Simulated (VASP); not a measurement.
# H5Pt (P6/mmm) in VASP: single point with PBE

Aim: the single point of H5Pt with PBE.

All numbers are computed with VASP 6.6.1; they aren't measurements. Logs are shortened: lines on timing, memory, paths and dates and some standing lists are left out, and cuts for length are marked.

## Step 1: The cell of the first run

Symmetry: P6/mmm, No. 191, hexagonal system. Conventional cell: a = 3.446 Å, b = 3.446 Å, c = 5.859 Å, α = 90.00°, β = 90.00°, γ = 120.00°. H (site symmetry mmm) has 4 H at 1.72 Å and 2 Pt at 1.72 Å within 2.3 Å. H (site symmetry -6m2) has 3 H at 1.99 Å within 2.6 Å. Pt (site symmetry 6/mmm) has 6 H at 1.72 Å within 2.3 Å.

## Step 2: Single point, PBE

INCAR

```
ALGO = Normal
EDIFF = 1E-6
ENCUT = 570
GGA = PE
GGA_COMPAT = F
ISIF = 2
ISMEAR = 0
LASPH = T
LCHARG = T
LELF = T
LREAL = F
LVHAR = T
LWAVE = F
NBANDS = 20
NELM = 120
PREC = Accurate
SIGMA = 0.1
```

KPOINTS

```
k-points
0
Gamma
  12 12 8
```

POSCAR

```
H5Pt
1.0
    3.4461913566      0.0000000000      0.0000000000
   -1.7230956783      2.9844892611      0.0000000000
    0.0000000000      0.0000000000      5.8593127534
H Pt
5 1
Direct
    0.5000000000      0.0000000000      0.0000000000
    0.0000000000      0.5000000000      0.0000000000
    0.5000000000      0.5000000000      0.0000000000
    0.3333333333      0.6666666667      0.5000000000
    0.6666666667      0.3333333333      0.5000000000
    0.0000000000      0.0000000000      0.0000000000
```

Potentials or basis: VASP PAW PBE potentials, release 64 (H, Pt_sv_GW).

The run is started by

```sh
cat potpaw_PBE.64/H/POTCAR potpaw_PBE.64/Pt_sv_GW/POTCAR > POTCAR
mpirun -np 1 vasp_std > vasp.out
```

OUTCAR:

```text
EDIFF = 1E-6
   ENCUT = 570
   GGA = PE
   ISIF = 2
   ISMEAR = 0
   LASPH = T
   LREAL = F
   NELM = 120
   PREC = Accurate

 ion  position               nearest neighbor table
   1  0.500  0.000  0.000-   6 1.72   6 1.72
   2  0.000  0.500  0.000-   6 1.72   6 1.72
   3  0.500  0.500  0.000-   6 1.72   6 1.72
   4  0.333  0.667  0.500-
   5  0.667  0.333  0.500-
   6  0.000  0.000  0.000-   2 1.72   3 1.72   2 1.72   3 1.72   1 1.72   1 1.72

  LATTYP: Found a hexagonal cell.
 ALAT       =     3.4461913566
 C/A-ratio  =     1.7002284978

  Lattice vectors:

 A1 = (   3.4461913566,   0.0000000000,   0.0000000000)
 A2 = (  -1.7230956783,   2.9844892611,   0.0000000000)
 A3 = (   0.0000000000,   0.0000000000,   5.8593127534)

Analysis of symmetry for initial positions (statically):
=====================================================================
 Subroutine PRICEL returns:
 Original cell was already a primitive cell.

 Routine SETGRP: Setting up the symmetry group for a
 hexagonal supercell.

 Subroutine GETGRP returns: Found 24 space group operations
 (whereof 24 operations were pure point group operations)
 out of a pool of 24 trial point group operations.

The static configuration has the point symmetry D_6h.

Analysis of symmetry for dynamics (positions and initial velocities):
=====================================================================
 Subroutine PRICEL returns:
 Original cell was already a primitive cell.

 Routine SETGRP: Setting up the symmetry group for a
 hexagonal supercell.

 Subroutine GETGRP returns: Found 24 space group operations
 (whereof 24 operations were pure point group operations)
 out of a pool of 24 trial point group operations.

The dynamic configuration has the point symmetry D_6h.

 Subroutine INISYM returns: Found 24 space group operations
 (whereof 24 operations are pure point group operations),
 and found     1 'primitive' translations

----------------------------------------------------------------------------------------

                                     Primitive cell

  volume of cell :      60.2637

  direct lattice vectors                    reciprocal lattice vectors
     3.446191357  0.000000000  0.000000000     0.290175413  0.167532853  0.000000000
    -1.723095678  2.984489261  0.000000000     0.000000000  0.335065706  0.000000000
     0.000000000  0.000000000  5.859312753     0.000000000  0.000000000  0.170668480

  length of vectors
     3.446191357  3.446191357  5.859312753     0.335065706  0.335065706  0.170668480

  position of ions in fractional coordinates (direct lattice)
     0.500000000  0.000000000  0.000000000
     1.000000000  0.500000000  0.000000000
     0.500000000  0.500000000  0.000000000
     0.333333333  0.666666667  0.500000000
     0.666666667  0.333333333  0.500000000
     0.000000000  0.000000000  0.000000000

  ion indices of the primitive-cell ions
   primitive index   ion index
                 1           1
                 2           2
                 3           3
                 4           4
                 5           5
                 6           6

----------------------------------------------------------------------------------------

 KPOINTS: k-points

Automatic generation of k-mesh.
 Grid dimensions read from file:
 generate k-points for:   12   12    8

 Generating k-lattice:

  Cartesian coordinates                     Fractional coordinates (reciprocal lattice)
     0.024181284  0.013961071  0.000000000     0.083333333 -0.000000000  0.000000000
     0.000000000  0.027922142  0.000000000     0.000000000  0.083333333  0.000000000
     0.000000000  0.000000000  0.021333560     0.000000000  0.000000000  0.125000000

  Length of vectors
     0.027922142  0.027922142  0.021333560

  Shift w.r.t. Gamma in fractional coordinates (k-lattice)
     0.000000000  0.000000000  0.000000000

 Subroutine IBZKPT returns following result:
 ===========================================

 Found     95 irreducible k-points:

 Following reciprocal coordinates:
            Coordinates               Weight
  0.000000  0.000000  0.000000      1.000000
  0.083333  0.000000  0.000000      6.000000
  0.166667  0.000000  0.000000      6.000000
  0.250000  0.000000  0.000000      6.000000
  0.333333  0.000000  0.000000      6.000000
  0.416667  0.000000  0.000000      6.000000
[... 16 lines left out ...]
  0.250000  0.000000  0.125000     12.000000
  0.333333  0.000000  0.125000     12.000000
 [... further k-points ...]
   k-points           NKPTS =     95   k-points in BZ     NKDIM =     95   number of bands    NBANDS=     20
   number of dos      NEDOS =    301   number of ions     NIONS =      6
   total plane-waves  NPLWV =  37632
   dimension x,y,z NGX =    28 NGY =   28 NGZ =   48
   dimension x,y,z NGXF=    56 NGYF=   56 NGZF=   96
   ions per type =               5   1
   NGX,Y,Z   is equivalent  to a cutoff of  13.51, 13.51, 13.62 a.u.
   NGXF,Y,Z  is equivalent  to a cutoff of  27.01, 27.01, 27.24 a.u.
 SYSTEM =  unknown system
   PREC   = accura    normal or accurate (medium, high low for compatibility)
   ISTART =      0    job   : 0-new  1-cont  2-samecut
   ICHARG =      2    charge: 1-file 2-atom 10-const
   ISPIN  =      1    spin polarized calculation?
   LNONCOLLINEAR =      F non collinear calculations
   LSORBIT =      F    spin-orbit coupling
   LASPH  =      T    aspherical Exc in radial PAW
   ENCUT  =  570.0 eV  41.89 Ry    6.47 a.u.   6.71  6.71 11.41*2*pi/ulx,y,z
   NELM   =    120;   NELMIN=  2; NELMDL= -5     # of ELM steps
   EDIFF  = 0.1E-05   stopping-criterion for ELM
   LREAL  =      F    real-space projection
[... 7 lines left out ...]
   TEBEG  =    0.0;   TEEND  =   0.0 temperature during run
   PSTRESS=    0.0 pullay stress
   NELECT =      23.0000    total number of electrons
   NUPDOWN=      -1.0000    fix difference up-down
   EMIN   =  10.00;   EMAX   =-10.00  energy-range for DOS
   EFERMI =   0.00;   METHOD = LEGACY
   ISMEAR =     0;   SIGMA  =   0.10  broadening in eV -4-tet -1-fermi 0-gaus
   EFERMI_NEDOS =   21; number of points for ismear=-14 and -15
   IALGO  =     38    algorithm
   IMIX   =      4    mixing-type and parameters
     AMIX     =   0.40;   BMIX     =  1.00
     AMIX_MAG =   1.60;   BMIX_MAG =  1.00
  volume/ion in A,a.u.               =      10.04        67.78
  Fermi-wavevector in a.u.,A,eV,Ry     =   1.187496  2.244042 19.186205  1.410146
  Thomas-Fermi vector in A             =   2.323646
   LORBIT       =      0    0 simple, 1 ext, 2 COOP (PROOUT), +10 PAW based schemes
   GGA     = PE    functional components
   LHFCALC =     F    Hartree Fock is set to
   AEXX    =    0.0000 exact exchange contribution
   IVDW    =     0    specifies the selected vdW correction
   LEPSILON=     F    determine dielectric tensor
   LRPA    =     F    only Hartree local field effects (RPA)
 non-spin polarized calculation
 Gauss-broadening in eV      SIGMA  =   0.10
  energy-cutoff  :      570.00
  volume of cell :       60.26
 maximum number of plane-waves:      1890
 NGX is ok and might be reduce to    28
   NGX = 13   NGY = 13   NGZ = 23

 number of electron      22.9999998 magnetization

 Free energy of the ion-electron system (eV)
  ---------------------------------------------------
  ext. energy  EPLUGINS =         0.00000000
  ---------------------------------------------------
  free energy    TOTEN  =       -17.25341356 eV

  energy without entropy =      -17.24614600  energy(sigma->0) =      -17.24977978

 E-fermi :   0.3023     XC(G=0):  -8.6158

 val. band max:        0.2902010287   @ k =   0.3333   0.0833   0.0000
 cond. band min:       0.3036842938   @ k =   0.3333   0.0833   0.1250
 fundamental gap:      0.0134832651
 Fermi energy:         0.3023466284

 k-point     1 :       0.0000    0.0000    0.0000
  band No.  band energies     occupation
      1     -98.0802      2.00000
      2     -52.6247      2.00000
      3     -52.6247      2.00000
      4     -51.5509      2.00000
      5     -11.2989      2.00000
      6      -6.1267      2.00000
[... 12 lines left out ...]
     19      12.3473      0.00000
     20      13.3470      0.00000

 k-point     2 :       0.0833    0.0000    0.0000
  band No.  band energies     occupation
      1     -98.0799      2.00000
      2     -52.6276      2.00000
      3     -52.6254      2.00000
      4     -51.5507      2.00000
      5     -11.1486      2.00000
      6      -6.1911      2.00000
[... 12 lines left out ...]
     19      13.2273      0.00000
     20      13.4981      0.00000

 k-point     3 :       0.1667    0.0000    0.0000
  band No.  band energies     occupation
      1     -98.0797      2.00000
      2     -52.6359      2.00000
      3     -52.6278      2.00000
      4     -51.5501      2.00000
      5     -10.7103      2.00000
      6      -6.3550      2.00000
[... 12 lines left out ...]
     19      13.6406      0.00000
     20      13.8239      0.00000

 k-point     4 :       0.2500    0.0000    0.0000
  band No.  band energies     occupation
      1     -98.0793      2.00000
      2     -52.6471      2.00000
      3     -52.6309      2.00000
      4     -51.5494      2.00000
      5     -10.0315      2.00000
      6      -6.5406      2.00000
[... 429 lines left out ...]
 k-point    23 :       0.2500    0.0000    0.1250
  band No.  band energies     occupation
      1     -98.0793      2.00000
      2     -52.6472      2.00000
      3     -52.6309      2.00000
      4     -51.5495      2.00000
      5     -10.0295      2.00000
      6      -6.5401      2.00000
[... 12 lines left out ...]
     19      12.8930      0.00000
     20      13.1212      0.00000

 k-point    24 :       0.3333    0.0000    0.1250
  band No.  band energies     occupation
      1     -98.0790      2.00000
      2     -52.6586      2.00000
      3     -52.6341      2.00000
      4     -51.5486      2.00000
      5      -9.2310      2.00000
      6      -6.6343      2.00000
[... 12 lines left out ...]
     19      12.6142      0.00000
     20      12.8970      0.00000

 [... further k-points ...]

------------------------ aborting loop because EDIFF is reached ----------------------------------------

  FORCE on cell =-STRESS in cart. coord.  units (eV):
  Direction    XX          YY          ZZ          XY          YZ          ZX
  --------------------------------------------------------------------------------------
  -------------------------------------------------------------------------------------
  Total       -0.1690126     -0.1690126     -0.1688300      0.0000000     -0.0000000      0.0000000
  in kB       -4.4933849     -4.4933849     -4.4885290      0.0000000     -0.0000000      0.0000000
  external PRESSURE =      -4.4917663 kB  Pullay stress =       0.0000000 kB

 VOLUME and BASIS-vectors are now :
 -----------------------------------------------------------------------------
  energy-cutoff  :      570.00
  volume of cell :       60.26
      direct lattice vectors                 reciprocal lattice vectors
     3.446191357  0.000000000  0.000000000     0.290175413  0.167532853  0.000000000
    -1.723095678  2.984489261  0.000000000     0.000000000  0.335065706  0.000000000
     0.000000000  0.000000000  5.859312753     0.000000000  0.000000000  0.170668480

 POSITION                                       TOTAL-FORCE (eV/Angst)
 -----------------------------------------------------------------------------------
      1.72310      0.00000      0.00000        -0.000000      0.000000      0.000000
     -0.86155      1.49224      0.00000        -0.000000      0.000000      0.000000
      0.86155      1.49224      0.00000        -0.000000      0.000000      0.000000
     -0.00000      1.98966      2.92966        -0.000000      0.000000      0.000000
      1.72310      0.99483      2.92966         0.000000     -0.000000      0.000000
      0.00000      0.00000      0.00000        -0.000000      0.000000      0.000000
 -----------------------------------------------------------------------------------
    total drift:                               -0.000000      0.000000      0.000000

  FREE ENERGIE OF THE ION-ELECTRON SYSTEM (eV)
  ---------------------------------------------------
  free  energy   TOTEN  =       -17.2534135595 eV

  energy  without entropy=      -17.2461459967  energy(sigma->0) =      -17.24977978
```

It took 2.3 min on 1 thread of Intel Xeon Platinum 8375C at 2.90GHz (Ice Lake), shared host; peak memory 0.27 GiB.

What came out:

```
Free energy            : -17.2534 eV
Pressure               : -0.4 GPa
Band gap on the k mesh : zero (an odd number of electrons rules out a gap without spin polarisation)
```

Levels at points of the mesh, in eV from the Fermi level:
| k point | band 9 | band 10 | band 11 | band 12 | band 13 | band 14 |
| --- | --- | --- | --- | --- | --- | --- |
| (0.00, 0.00, 0.00) | -1.86 | -1.86 | -1.04 | 1.55 | 4.64 | 9.32 |
| (0.50, 0.00, 0.00) | -2.28 | -2.10 | -1.55 | -0.92 | 0.27 | 1.07 |
| (0.00, 0.00, 0.50) | -1.87 | -1.86 | -1.86 | 3.65 | 4.67 | 7.91 |
| (0.50, 0.00, 0.50) | -2.25 | -2.10 | -1.27 | -0.54 | 0.27 | 0.27 |

Caveat: spin-orbit coupling is left out, which moves the levels of the heavy elements; an odd number of electrons without spin polarisation forces a metal; a magnetic or distorted state may lie lower.
